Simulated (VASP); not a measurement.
**HPbNO4: single point with BLYP**

Crystal: HPbNO4.

```
H Pb N O
1.0
     3.85404    0.14384    0.09012
    -0.25320    5.52698    0.16471
    -0.48197   -1.92720    5.72025
H Pb N O
1 1 1 4
Direct
  0.10913 0.65718 0.54463
  0.61029 0.52127 0.15100
  0.91580 0.96263 0.95867
  0.01384 0.13639 0.88084
  0.72398 0.01057 0.12858
  0.00389 0.73732 0.87043
  0.11927 0.59324 0.37651
```

```json
{
 "Program": "VASP 6.6.1",
 "Task": "single point",
 "Functional": "BLYP",
 "Potentials or basis": "VASP PAW PBE potentials, release 64 (H, Pb_d, N, O)",
 "Cutoff": "520 eV",
 "k mesh": "5 × 4 × 4",
 "Occupations": "fermi-dirac, width 0.05 eV",
 "Spin": "no spin polarisation",
 "Dipole correction": "no",
 "Further INCAR settings": "ALGO = Normal; EDIFF = 1e-07; NBANDS = 31"
}
```

The pressure is 2.5 GPa, the largest force is 0.900 eV/Å and the band gap on the k mesh is 3.08 eV, indirect (least direct gap 3.14 eV).

Forces on the atoms (eV/Å):
```
H    0.002 -0.009  0.089
Pb  -0.119 -0.008 -0.142
N    0.020 -0.036 -0.031
O    0.283  0.792 -0.320
O   -0.548 -0.050  0.646
O    0.309 -0.689 -0.378
O    0.053  0.000  0.137
```

Stress tensor (GPa, compression positive):
```
 2.25  0.06 -1.04
 0.06  3.15  0.06
-1.04  0.06  2.11
```

Levels at points of the mesh, in eV from the valence-band top:
| k point | band 19 | band 20 | band 21 | band 22 | band 23 | band 24 | band 25 | band 26 |
| --- | --- | --- | --- | --- | --- | --- | --- | --- |
| (0.00, 0.00, 0.00) | -1.72 | -1.46 | -0.70 | -0.48 | 3.39 | 4.35 | 5.81 | 6.03 |
| (0.00, 0.50, 0.00) | -1.47 | -1.16 | -0.88 | -0.63 | 3.44 | 4.31 | 4.67 | 7.59 |
| (0.00, 0.00, 0.50) | -1.50 | -1.30 | -0.75 | -0.45 | 3.22 | 3.79 | 5.79 | 7.13 |
| (0.00, 0.50, 0.50) | -1.52 | -1.04 | -0.85 | -0.61 | 3.41 | 4.03 | 4.67 | 7.55 |

It took 3.6 min on 1 thread of AMD EPYC 7R43 64-Core Processor (Zen 3) (shared host), peak memory 0.27 GiB.

Caveat: the standard files for N, O and F lose accuracy on very short bonds; the PAW data sets were made with another functional, which shifts forces and pressure a little; spin-orbit coupling is left out, which moves the levels of the heavy elements. A k mesh can miss the band edges.
